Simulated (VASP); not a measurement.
Write the native input for VASP 6.6.1 that does the following.

```
Task                   : single point
Functional             : r2SCAN
Potentials or basis    : VASP PAW PBE potentials, release 64 (Al, Cu)
Cutoff                 : 520 eV
k mesh                 : 10 × 10 × 14
Occupations            : gaussian, width 0.02 eV
Spin                   : no spin polarisation
Dipole correction      : no
Further INCAR settings : ALGO = Normal; EDIFF = 1e-06; NBANDS = 16
```

Crystal: Al2Cu.

```xyz
3
Lattice="4.1052 0.0000 0.0000 0.0000 4.1052 0.0000 0.0000 0.0000 2.8913" Properties=species:S:1:pos:R:3 pbc="T T T"
Al    2.0526    0.0000    1.4457
Al    0.0000    2.0526    1.4457
Cu    0.0000    0.0000    0.0000
```

One way to write it, as run:

POSCAR

```
Al2Cu
1.0
    4.1051820000      0.0000000000      0.0000000000
    0.0000000000      4.1051820000      0.0000000000
    0.0000000000      0.0000000000      2.8913130000
Al Cu
2 1
Direct
    0.5000000000      0.0000000000      0.5000000000
    0.0000000000      0.5000000000      0.5000000000
    0.0000000000      0.0000000000      0.0000000000
```

INCAR.step1

```
SYSTEM = Al2Cu
ALGO     = Normal         ! electronic algorithm
EDIFF    = 1E-4           ! SCF threshold, eV
ENCUT    = 520            ! plane-wave cutoff, eV
GGA      = PE             ! functional
ISMEAR   = 0              ! smearing method
LASPH    = .True.         ! aspherical terms in the spheres
LCHARG   = .False.        ! write CHGCAR
LREAL    = .False.        ! projectors in reciprocal space
LWAVE    = .True.         ! write WAVECAR
NBANDS   = 16             ! bands
NELM     = 60             ! most SCF steps
PREC     = Accurate       ! precision mode
SIGMA    = 0.02           ! smearing width, eV
```

INCAR.step2

```
SYSTEM = Al2Cu
ALGO     = Normal         ! electronic algorithm
EDIFF    = 1E-6           ! SCF threshold, eV
ENCUT    = 520            ! plane-wave cutoff, eV
ISIF     = 2              ! what is computed and relaxed
ISMEAR   = 0              ! smearing method
ISTART   = 1            
LASPH    = .True.         ! aspherical terms in the spheres
LCHARG   = .False.        ! write CHGCAR
LMIXTAU  = .True.       
LREAL    = .False.        ! projectors in reciprocal space
LWAVE    = .False.        ! write WAVECAR
METAGGA  = R2SCAN         ! meta-GGA
NBANDS   = 16             ! bands
NELM     = 60             ! most SCF steps
PREC     = Accurate       ! precision mode
SIGMA    = 0.02           ! smearing width, eV
```

KPOINTS

```
k-points
0
Gamma
  10 10 14
  0 0 0
```

Potentials or basis: VASP PAW PBE potentials, release 64 (Al, Cu).

Run with:

```console
$ cat potpaw_PBE.64/Al/POTCAR potpaw_PBE.64/Cu/POTCAR > POTCAR
$ cp INCAR.step1 INCAR
$ mpirun -np 1 vasp_std > vasp.out
$ cp INCAR.step2 INCAR
$ mpirun -np 1 vasp_std > vasp.out
```

It gave:

```
Pressure : -2.3 GPa
```

Caveat: the PAW data sets were made with another functional, which shifts forces and pressure a little.

Run time: 4.1 min on 1 thread of Intel Xeon 6975P-C, on a shared host, peak memory 0.27 GiB.
